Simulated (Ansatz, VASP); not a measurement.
## KMgF3 in VASP and in Ansatz

The input POSCAR:

```
KMgF3
1.0
    4.1577540817      0.0000000000      0.0000000000
    0.0000000000      4.1577540817      0.0000000000
    0.0000000000      0.0000000000      3.8914763217
K Mg F
1 1 3
Direct
    0.5000000000      0.5000000000      0.5000000000
    0.0000000000      0.0000000000      0.0000000000
    0.5000000000      0.0000000000      0.0000000000
    0.0000000000      0.5000000000      0.0000000000
    0.0000000000      0.0000000000      0.5000000000
```

Contents of INCAR.step1:

```
SYSTEM = KMgF3
PREC = Accurate ; ENCUT = 660
ISMEAR = 0 ; SIGMA = 0.01
LREAL = .FALSE. ; LASPH = .TRUE.
NELM = 120 ; NBANDS = 24
GGA = PE ; ALGO = Normal
EDIFF = 1E-5 ; LWAVE = .TRUE.
LCHARG = .FALSE. ; GGA_COMPAT = .FALSE.
```

File INCAR.step2:

```
SYSTEM = KMgF3
PREC = Accurate ; ENCUT = 660
EDIFF = 1E-6 ; ISMEAR = 0
SIGMA = 0.01 ; LREAL = .FALSE.
LASPH = .TRUE. ; NELM = 120
ALGO = Normal ; ISIF = 2
LWAVE = .FALSE. ; LCHARG = .FALSE.
METAGGA = R2SCAN ; LMIXTAU = .TRUE.
NBANDS = 24 ; ISTART = 1
GGA_COMPAT = .FALSE.
```

Contents of KPOINTS:

```
Automatic mesh
0
G
  6 6 6
  0 0 0
```

Input for Ansatz:

```yaml
crystal:
  lattice:
    - [4.1577540817, 0.0, 0.0]
    - [0.0, 4.1577540817, 0.0]
    - [0.0, 0.0, 3.8914763217]
  atoms:
    - { symbol: K, position: [0.5, 0.5, 0.5] }
    - { symbol: Mg, position: [0.0, 0.0, 0.0] }
    - { symbol: F, position: [0.5, 0.0, 0.0] }
    - { symbol: F, position: [0.0, 0.5, 0.0] }
    - { symbol: F, position: [0.0, 0.0, 0.5] }
kpoints:
  mp_grid: { grid: [6, 6, 6] }
  band_path:
    path: [[0.0, 0.0, 0.0], [0.0, 0.5, 0.0], [0.5, 0.5, 0.0], [0.5, 0.5, 0.5]]
    npoints: 1
hamiltonian:
  xc: r2scan
scf:
  occupations: { method: fixed }
  n_extra_bands: 5
output:
  forces: true
  stress: true
  eigenvalues: true
```

Change from the starting cell: epitaxial_xy strain +4.5%.

Alike in both runs: task single point; functional r2SCAN; k mesh 6 × 6 × 6; no spin polarisation.

|  | VASP | Ansatz |
| --- | --- | --- |
| version | VASP 6.6.1 | Ansatz 0.2.0 |
| potentials or method | VASP PAW PBE potentials, release 64 (K_sv, Mg, F) | plane waves, PAW |
| plane-wave cutoff (eV) | 660 | 500 |
| occupations | gaussian, width 0.01 eV | fixed |
| valence electrons in the cell | 32 | 40 |

VASP gave:

- gap on the k mesh at the Fermi level (eV): 7.78
- pressure (GPa): -4.7
- traceless stress, the component that is largest in VASP (GPa): 3.91

Q: Which values does Ansatz return?

A: gap on the k mesh at the Fermi level (eV): 7.79; pressure (GPa): -3.9; traceless stress, the component that is largest in VASP (GPa): 3.93.

VASP's potentials were made for PBE, not for r2SCAN. VASP's potentials hold 32 valence electrons a cell and Ansatz's 40, so a difference there can come from the potentials and not from the codes.
